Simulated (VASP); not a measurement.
# InSb in VASP: further runs

Runs on InSb. Level: PBEsol. Tasks: single point.

Everything below comes from runs of VASP 6.6.1. Logs are shortened: lines on timing, memory, paths and dates and some standing lists are left out, and cuts for length are marked.

### Step 1. The cell of the first run

It takes space group Fm-3m (No. 225, cubic). Conventional cell: a = 5.840 Å, b = 5.840 Å, c = 5.840 Å, α = 90.00°, β = 90.00°, γ = 90.00°. Within 3.8 Å of In (site symmetry m-3m) lie 6 Sb at 2.92 Å. Within 3.8 Å of Sb (site symmetry m-3m) lie 6 In at 2.92 Å.

### Step 2. Single point, PBEsol (strain -0.050 along x and y, -0.050 along z)

Contents of INCAR:

```
SYSTEM = InSb
  ALGO = Normal
  EDIFF = 1E-6
  ENCUT = 520
  GGA = PS
  ISIF = 2
  ISMEAR = 0
  LASPH = .True.
  LCHARG = .False.
  LREAL = .False.
  LWAVE = .False.
  NBANDS = 16
  NELM = 80
  PREC = Accurate
  SIGMA = 0.15
```

Contents of KPOINTS:

```
k-points
0
Gamma
  14 14 14
  0 0 0
```

Contents of POSCAR:

```
InSb
1.0
    0.0000000000      2.9198373500      2.9198373500
    2.9198373500      0.0000000000      2.9198373500
    2.9198373500      2.9198373500      0.0000000000
In Sb
1 1
Direct
    0.0000000000      0.0000000000      0.0000000000
    0.5000000000      0.5000000000      0.5000000000
```

Potentials or basis: VASP PAW PBE potentials, release 64 (In_d, Sb).

On the command line:

```
$ cat potpaw_PBE.64/In_d/POTCAR potpaw_PBE.64/Sb/POTCAR > POTCAR
$ mpirun -np 1 vasp_std > vasp.out
```

OUTCAR:

```text
SYSTEM = InSb
   EDIFF = 1E-6
   ENCUT = 520
   GGA = PS
   ISIF = 2
   ISMEAR = 0
   LASPH = .True.
   LREAL = .False.
   NELM = 80
   PREC = Accurate

 ion  position               nearest neighbor table
   1  0.000  0.000  0.000-   2 2.92   2 2.92   2 2.92   2 2.92   2 2.92   2 2.92
   2  0.500  0.500  0.500-   1 2.92   1 2.92   1 2.92   1 2.92   1 2.92   1 2.92

  LATTYP: Found a face centered cubic cell.
 ALAT       =     5.8396747000

  Lattice vectors:

 A1 = (   0.0000000000,   2.9198373500,   2.9198373500)
 A2 = (   2.9198373500,   0.0000000000,   2.9198373500)
 A3 = (   2.9198373500,   2.9198373500,   0.0000000000)

Analysis of symmetry for initial positions (statically):
=====================================================================
 Subroutine PRICEL returns:
 Original cell was already a primitive cell.

 Routine SETGRP: Setting up the symmetry group for a
 face centered cubic supercell.

 Subroutine GETGRP returns: Found 48 space group operations
 (whereof 48 operations were pure point group operations)
 out of a pool of 48 trial point group operations.

The static configuration has the point symmetry O_h .

Analysis of symmetry for dynamics (positions and initial velocities):
=====================================================================
 Subroutine PRICEL returns:
 Original cell was already a primitive cell.

 Routine SETGRP: Setting up the symmetry group for a
 face centered cubic supercell.

 Subroutine GETGRP returns: Found 48 space group operations
 (whereof 48 operations were pure point group operations)
 out of a pool of 48 trial point group operations.

The dynamic configuration has the point symmetry O_h .

 Subroutine INISYM returns: Found 48 space group operations
 (whereof 48 operations are pure point group operations),
 and found     1 'primitive' translations

----------------------------------------------------------------------------------------

                                     Primitive cell

  volume of cell :      49.7859

  direct lattice vectors                    reciprocal lattice vectors
     0.000000000  2.919837350  2.919837350    -0.171242415  0.171242415  0.171242415
     2.919837350  0.000000000  2.919837350     0.171242415 -0.171242415  0.171242415
     2.919837350  2.919837350  0.000000000     0.171242415  0.171242415 -0.171242415

  length of vectors
     4.129273580  4.129273580  4.129273580     0.296600564  0.296600564  0.296600564

[... 79 lines left out ...]
   NELM   =     80;   NELMIN=  2; NELMDL= -5     # of ELM steps
   EDIFF  = 0.1E-05   stopping-criterion for ELM
   LREAL  =      F    real-space projection
   EDIFFG = 0.1E-04   stopping-criterion for IOM
   NSW    =      0    number of steps for IOM
   IBRION =     -1    ionic relax: 0-MD 1-quasi-New 2-CG
   NFREE  =      0    steps in history (QN), initial steepest desc. (CG)
   ISIF   =      2    stress and relaxation
   ISYM   =      2    0-nonsym 1-usesym 2-fastsym
   POTIM  = 0.5000    time-step for ionic-motion
   TEBEG  =    0.0;   TEEND  =   0.0 temperature during run
   PSTRESS=    0.0 pullay stress
   NELECT =      18.0000    total number of electrons
   NUPDOWN=      -1.0000    fix difference up-down
   EMIN   =  10.00;   EMAX   =-10.00  energy-range for DOS
   EFERMI =   0.00;   METHOD = LEGACY
   ISMEAR =     0;   SIGMA  =   0.15  broadening in eV -4-tet -1-fermi 0-gaus
   EFERMI_NEDOS =   21; number of points for ismear=-14 and -15
   IALGO  =     38    algorithm
   IMIX   =      4    mixing-type and parameters
     AMIX     =   0.40;   BMIX     =  1.00
     AMIX_MAG =   1.60;   BMIX_MAG =  1.00
  volume/ion in A,a.u.               =      24.89       167.99
  Fermi-wavevector in a.u.,A,eV,Ry     =   1.166264  2.203920 18.506271  1.360173
  Thomas-Fermi vector in A             =   2.302780
   LORBIT       =      0    0 simple, 1 ext, 2 COOP (PROOUT), +10 PAW based schemes
   GGA     = PS    functional components
   LHFCALC =     F    Hartree Fock is set to
   AEXX    =    0.0000 exact exchange contribution
   IVDW    =     0    specifies the selected vdW correction
   LEPSILON=     F    determine dielectric tensor
   LRPA    =     F    only Hartree local field effects (RPA)
 non-spin polarized calculation
 Gauss-broadening in eV      SIGMA  =   0.15
  energy-cutoff  :      520.00
  volume of cell :       49.79
 maximum number of plane-waves:      1363
   NGX = 15   NGY = 15   NGZ = 15

 number of electron      18.0000001 magnetization

 Free energy of the ion-electron system (eV)
  ---------------------------------------------------
  ext. energy  EPLUGINS =         0.00000000
  ---------------------------------------------------
  free energy    TOTEN  =        -7.43079675 eV

  energy without entropy =       -7.41452607  energy(sigma->0) =       -7.42266141

 E-fermi :   8.3521     XC(G=0): -10.5531

 val. band max:        8.3483924232   @ k =   0.2143   0.0000   0.0000
 cond. band min:       8.3613171453   @ k =   0.4286   0.2143   0.0000
 fundamental gap:      0.0129247221
 Fermi energy:         8.3520926173

 k-point     1 :       0.0000    0.0000    0.0000
  band No.  band energies     occupation
      1      -6.2150      2.00000
      2      -6.2150      2.00000
      3      -6.1742      2.00000
      4      -6.1742      2.00000
      5      -6.1742      2.00000
      6      -3.6807      2.00000
[... 433 lines left out ...]
      3      -6.1833      2.00000
      4      -6.1501      2.00000
      5      -6.1430      2.00000
      6      -2.7304      2.00000
[... 8 lines left out ...]
     15      17.1983      0.00000
     16      17.4197      0.00000

 [... further k-points ...]

------------------------ aborting loop because EDIFF is reached ----------------------------------------

  FORCE on cell =-STRESS in cart. coord.  units (eV):
  Direction    XX          YY          ZZ          XY          YZ          ZX
  --------------------------------------------------------------------------------------
  -------------------------------------------------------------------------------------
  Total        2.2474715      2.2474715      2.2474715     -0.0000000      0.0000000     -0.0000000
  in kB       72.3267254     72.3267254     72.3267254     -0.0000000      0.0000000     -0.0000000
  external PRESSURE =      72.3267254 kB  Pullay stress =       0.0000000 kB

 VOLUME and BASIS-vectors are now :
 -----------------------------------------------------------------------------
  energy-cutoff  :      520.00
  volume of cell :       49.79
      direct lattice vectors                 reciprocal lattice vectors
     0.000000000  2.919837350  2.919837350    -0.171242415  0.171242415  0.171242415
     2.919837350  0.000000000  2.919837350     0.171242415 -0.171242415  0.171242415
     2.919837350  2.919837350  0.000000000     0.171242415  0.171242415 -0.171242415

 POSITION                                       TOTAL-FORCE (eV/Angst)
 -----------------------------------------------------------------------------------
      0.00000      0.00000      0.00000        -0.000000     -0.000000     -0.000000
      2.91984      2.91984      2.91984         0.000000      0.000000      0.000000
 -----------------------------------------------------------------------------------
    total drift:                                0.000000     -0.000000     -0.000000

  FREE ENERGIE OF THE ION-ELECTRON SYSTEM (eV)
  ---------------------------------------------------
  free  energy   TOTEN  =        -7.4307967544 eV

  energy  without entropy=       -7.4145260708  energy(sigma->0) =       -7.42266141
```

OSZICAR:

```text
N       E                     dE             d eps       ncg     rms          rms(c)
DAV:   1     0.110500285175E+03    0.11050E+03   -0.80754E+03  3344   0.122E+03
DAV:   2    -0.117325430951E+01   -0.11167E+03   -0.10793E+03  3824   0.296E+02
DAV:   3    -0.736382678692E+01   -0.61906E+01   -0.61368E+01  4168   0.690E+01
DAV:   4    -0.751712282375E+01   -0.15330E+00   -0.15325E+00  4184   0.116E+01
DAV:   5    -0.752499032083E+01   -0.78675E-02   -0.78673E-02  4824   0.221E+00    0.421E+00
DAV:   6    -0.744142098325E+01    0.83569E-01   -0.14834E-01  4368   0.747E+00    0.230E+00
DAV:   7    -0.743205916422E+01    0.93618E-02   -0.31254E-02  5200   0.255E+00    0.677E-01
DAV:   8    -0.743082148791E+01    0.12377E-02   -0.26783E-03  4296   0.726E-01    0.207E-01
DAV:   9    -0.743079652925E+01    0.24959E-04   -0.14931E-04  4536   0.120E-01    0.611E-02
DAV:  10    -0.743079675436E+01   -0.22511E-06   -0.73276E-06  4360   0.222E-02
   1 F= -.74307968E+01 E0= -.74226614E+01  d E =-.162707E-01
```

Wall time 26 s (1 thread of Intel Xeon 6975P-C (Granite Rapids), shared host); peak memory 0.23 GiB.

What came out:

```yaml
Free_energy: -7.4308 eV
Pressure: 7.2 GPa
Band_gap_on_the_k_mesh: zero (bands 9 and 10 overlap by 3.31 eV)
```

Caveat: the cell differs from its parent crystal (strain -0.050 along x and y, -0.050 along z); the cell stands under pressure; the PAW data sets were made with another functional, which shifts forces and pressure a little; spin-orbit coupling is left out, which moves the levels of the heavy elements.

### Step 3. Single point, PBEsol (strain +0.050 along x and y, +0.050 along z)

Contents of INCAR:

```
  ALGO = Normal
  EDIFF = 1E-7
  ENCUT = 520
  GGA = PS
  ISIF = 2
  ISMEAR = 0
  LASPH = True
  LCHARG = True
  LELF = True
  LREAL = False
  LVHAR = True
  LWAVE = False
  NBANDS = 16
  NELM = 60
  PREC = Accurate
  SIGMA = 0.15
```

Contents of KPOINTS:

```
k-points
0
Gamma
  14 14 14
```

Contents of POSCAR:

```
InSb
1.0
    0.0000000000      3.2271886500      3.2271886500
    3.2271886500      0.0000000000      3.2271886500
    3.2271886500      3.2271886500      0.0000000000
In Sb
1 1
Direct
    0.0000000000      0.0000000000      0.0000000000
    0.5000000000      0.5000000000      0.5000000000
```

Potentials or basis: VASP PAW PBE potentials, release 64 (In_d, Sb).

On the command line:

```
$ cat potpaw_PBE.64/In_d/POTCAR potpaw_PBE.64/Sb/POTCAR > POTCAR
$ mpirun -np 1 vasp_std > vasp.out
```

OUTCAR:

```text
EDIFF = 1E-7
   ENCUT = 520
   GGA = PS
   ISIF = 2
   ISMEAR = 0
   LASPH = True
   LREAL = False
   NELM = 60
   PREC = Accurate

 ion  position               nearest neighbor table
   1  0.000  0.000  0.000-   2 3.23   2 3.23   2 3.23   2 3.23   2 3.23   2 3.23
   2  0.500  0.500  0.500-   1 3.23   1 3.23   1 3.23   1 3.23   1 3.23   1 3.23

  LATTYP: Found a face centered cubic cell.
 ALAT       =     6.4543773000

  Lattice vectors:

 A1 = (   0.0000000000,   3.2271886500,   3.2271886500)
 A2 = (   3.2271886500,   0.0000000000,   3.2271886500)
 A3 = (   3.2271886500,   3.2271886500,   0.0000000000)

Analysis of symmetry for initial positions (statically):
=====================================================================
 Subroutine PRICEL returns:
 Original cell was already a primitive cell.

 Routine SETGRP: Setting up the symmetry group for a
 face centered cubic supercell.

 Subroutine GETGRP returns: Found 48 space group operations
 (whereof 48 operations were pure point group operations)
 out of a pool of 48 trial point group operations.

The static configuration has the point symmetry O_h .

Analysis of symmetry for dynamics (positions and initial velocities):
[... 162 lines left out ...]
 val. band max:        4.8356598733   @ k =   0.4286   0.0714   0.0000
 cond. band min:       4.8609216349   @ k =   0.0000   0.0000   0.0000
 fundamental gap:      0.0252617615
 Fermi energy:         4.8564589511

 k-point     1 :       0.0000    0.0000    0.0000
  band No.  band energies     occupation
      1      -9.3099      2.00000
      2      -9.3099      2.00000
      3      -9.2899      2.00000
      4      -9.2899      2.00000
      5      -9.2899      2.00000
      6      -5.1928      2.00000
[... 433 lines left out ...]
      3      -9.2920      2.00000
      4      -9.2809      2.00000
      5      -9.2792      2.00000
      6      -4.5732      2.00000
[... 8 lines left out ...]
     15      12.9298      0.00000
     16      13.1676      0.00000

 [... further k-points ...]

------------------------ aborting loop because EDIFF is reached ----------------------------------------

  FORCE on cell =-STRESS in cart. coord.  units (eV):
  Direction    XX          YY          ZZ          XY          YZ          ZX
  --------------------------------------------------------------------------------------
  -------------------------------------------------------------------------------------
  Total       -2.8817082     -2.8817082     -2.8817082      0.0000000     -0.0000000      0.0000000
  in kB      -68.6843074    -68.6843074    -68.6843074      0.0000000     -0.0000000      0.0000000
  external PRESSURE =     -68.6843074 kB  Pullay stress =       0.0000000 kB

 VOLUME and BASIS-vectors are now :
 -----------------------------------------------------------------------------
  energy-cutoff  :      520.00
  volume of cell :       67.22
      direct lattice vectors                 reciprocal lattice vectors
     0.000000000  3.227188650  3.227188650    -0.154933614  0.154933614  0.154933614
     3.227188650  0.000000000  3.227188650     0.154933614 -0.154933614  0.154933614
     3.227188650  3.227188650  0.000000000     0.154933614  0.154933614 -0.154933614

 POSITION                                       TOTAL-FORCE (eV/Angst)
 -----------------------------------------------------------------------------------
      0.00000      0.00000      0.00000         0.000000     -0.000000     -0.000000
      3.22719      3.22719      3.22719        -0.000000      0.000000      0.000000
 -----------------------------------------------------------------------------------
    total drift:                               -0.000000      0.000000      0.000000

  FREE ENERGIE OF THE ION-ELECTRON SYSTEM (eV)
  ---------------------------------------------------
  free  energy   TOTEN  =        -7.2209132732 eV

  energy  without entropy=       -7.2011126375  energy(sigma->0) =       -7.21101296
```

stdout:

```text
POSCAR found type information on POSCAR InSb
 POSCAR found :  2 types and       2 ions
 scaLAPACK will be used
 -----------------------------------------------------------------------------
|                                                                             |
|                                                                             |
|     You enforced a specific xc type in the INCAR file but a different       |
|     I HOPE YOU KNOW WHAT YOU ARE DOING!                                     |
|                                                                             |
 -----------------------------------------------------------------------------

 LDA part: xc-table for (Slater+PW92), standard interpolation
 POSCAR, INCAR and KPOINTS ok, starting setup
 FFT: planning ... GRIDC
 FFT: planning ... GRID_SOFT
 FFT: planning ... GRID
 WAVECAR not read
 entering main loop
```

Run time: 62 s. Hardware: 1 thread of Intel Xeon 6975P-C (Granite Rapids), shared host; peak memory 0.27 GiB.

What came out:

| Item | Value |
| --- | --- |
| Free energy | -7.2209 eV |
| Pressure | -6.9 GPa |
| Band gap on the k mesh | zero (bands 9 and 10 overlap by 2.17 eV) |

Levels at points of the mesh, in eV from the Fermi level:
| k point | band 6 | band 7 | band 8 | band 9 | band 10 | band 11 | band 12 | band 13 |
| --- | --- | --- | --- | --- | --- | --- | --- | --- |
| (0.00, 0.00, 0.00) | -10.05 | -1.47 | 0.00 | 0.00 | 0.00 | 5.49 | 5.49 | 5.49 |
| (0.50, 0.00, 0.00) | -8.71 | -5.69 | 0.29 | 0.29 | 1.96 | 2.46 | 2.46 | 2.55 |
| (0.50, 0.50, 0.00) | -8.26 | -3.62 | -3.42 | -1.68 | -1.68 | 3.44 | 7.18 | 7.18 |

Caveat: the cell differs from its parent crystal (strain +0.050 along x and y, +0.050 along z); the cell stands under tension; the PAW data sets were made with another functional, which shifts forces and pressure a little; spin-orbit coupling is left out, which moves the levels of the heavy elements.

[end of part 1 of 2]

The gap in the log of VASP goes by the Fermi energy; the results here count the filled bands.